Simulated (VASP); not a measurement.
Wanted: the native input for a VASP 6.6.1 run.

```yaml
Task: relaxation of cell and atoms
Functional: PBE
Potentials_or_basis: VASP PAW PBE potentials, release 64 (Tl_d, H_h)
Cutoff: 910 eV
k_mesh: 6 × 6 × 10
Occupations: gaussian, width 0.1 eV
Spin: no spin polarisation
Dipole_correction: no
Further_INCAR_settings: ALGO = Normal; EDIFF = 1e-07; IBRION = 2; EDIFFG = -0.01; NSW = 100; ISIF = 3
```

The structure of TlH5 lies in POSCAR:

```
TlH5
1.0
    5.9851101675      0.0000000000      0.0000000000
    0.0000000000      5.9851101675      0.0000000000
    0.0000000000      0.0000000000      4.2889264742
Tl H
1 5
Direct
    0.5000000000      0.5000000000      0.0000000000
    0.0641589171      0.5000000000      0.0000000000
    0.9358410829      0.5000000000      0.0000000000
    0.5000000000      0.0641589171      0.0000000000
    0.5000000000      0.9358410829      0.0000000000
    0.5000000000      0.5000000000      0.5000000000
```

The cell was generated, and may not be a known phase.

The input as run:

INCAR

```
PREC = Accurate
ENCUT = 910
EDIFF = 1E-7
ISMEAR = 0
SIGMA = 0.1
LREAL = F
LASPH = T
NELM = 120
ALGO = Normal
ISIF = 3
LWAVE = F
LCHARG = F
GGA = PE
IBRION = 2
NSW = 100
EDIFFG = -0.01
GGA_COMPAT = F
NELMIN = 4
```

KPOINTS

```
regular mesh
0
Gamma
  6 6 10
```

Potentials or basis: VASP PAW PBE potentials, release 64 (Tl_d, H_h).

Launch:

```bash
$ cat potpaw_PBE.64/Tl_d/POTCAR potpaw_PBE.64/H_h/POTCAR > POTCAR
$ mpirun -np 1 vasp_std > vasp.out
```

Results of the run:

```json
{
 "Relaxed volume": "26.30 Å³/atom",
 "Relaxed cell": "a = 6.257 Å, b = 6.257 Å, c = 4.030 Å, α = 90.00°, β = 90.00°, γ = 90.00°",
 "Space group after relaxing (to 0.1 Å)": "P4/mmm (No. 123)",
 "Energy gained by relaxing": "3.3 meV/atom",
 "Ionic steps": "28",
 "Pressure after relaxing": "0.0 GPa",
 "Band gap on the k mesh": "zero (bands 9 and 10 overlap by 1.59 eV)"
}
```

Caveat: spin-orbit coupling is left out, which moves the levels of the heavy elements.

Wall time 51 min on 1 thread of Intel(R) Xeon(R) Platinum 8375C CPU @ 2.90GHz (Ice Lake) (shared host), peak memory 0.61 GiB.
